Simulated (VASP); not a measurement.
Cs2SnI6:

```
Cs Sn I
1.0
     0.00000    5.81500    5.81500
     5.81500    0.00000    5.81500
     5.81500    5.81500    0.00000
Cs Sn I
2 1 6
Direct
  0.25000 0.25000 0.25000
  0.75000 0.75000 0.75000
  0.00000 0.00000 0.00000
  0.75500 0.24500 0.24500
  0.24500 0.75500 0.24500
  0.24500 0.75500 0.75500
  0.75500 0.24500 0.75500
  0.24500 0.24500 0.75500
  0.75500 0.75500 0.24500
```

| Property | Result |
| --- | --- |
| Program | VASP 6.6.1 |
| Task | relaxation of the atoms |
| Functional | PBE |
| Potentials or basis | VASP PAW PBE potentials, release 64 (Cs_sv, Sn_d, I) |
| Cutoff | 450 eV |
| k mesh | 5 × 5 × 5 |
| Occupations | fermi-dirac, width 0.02 eV |
| Spin | no spin polarisation |

At the start: pressure 1.6 GPa; volume 43.70 Å³/atom.

Question: Where does the relaxation end?

Answer: Over 4 steps the energy falls by 4.4 meV/atom at a fixed cell; space group Fm-3m (No. 225, to 0.1 Å) before and after.

Step by step:
| step | energy change (eV) | largest force (eV/Å) | pressure (GPa) |
| --- | --- | --- | --- |
| 1 | 0.0000 | 0.3114 | 1.63 |
| 2 | -0.0228 | 0.1977 | 1.42 |
| 3 | -0.0392 | 0.0415 | 0.98 |
| 4 | -0.0400 | 0.0004 | 1.05 |

Final structure:
```xyz
9
Lattice="0.0000 5.8150 5.8150 5.8150 0.0000 5.8150 5.8150 5.8150 0.0000" Properties=species:S:1:pos:R:3 pbc="T T T"
Cs    2.9075    2.9075    2.9075
Cs    8.7225    8.7225    8.7225
Sn    0.0000    0.0000    0.0000
I     2.8939    5.8150    5.8150
I     5.8150    2.8939    5.8150
I     8.7361    5.8150    5.8150
I     5.8150    8.7361    5.8150
I     5.8150    5.8150    2.8939
I     5.8150    5.8150    8.7361
```
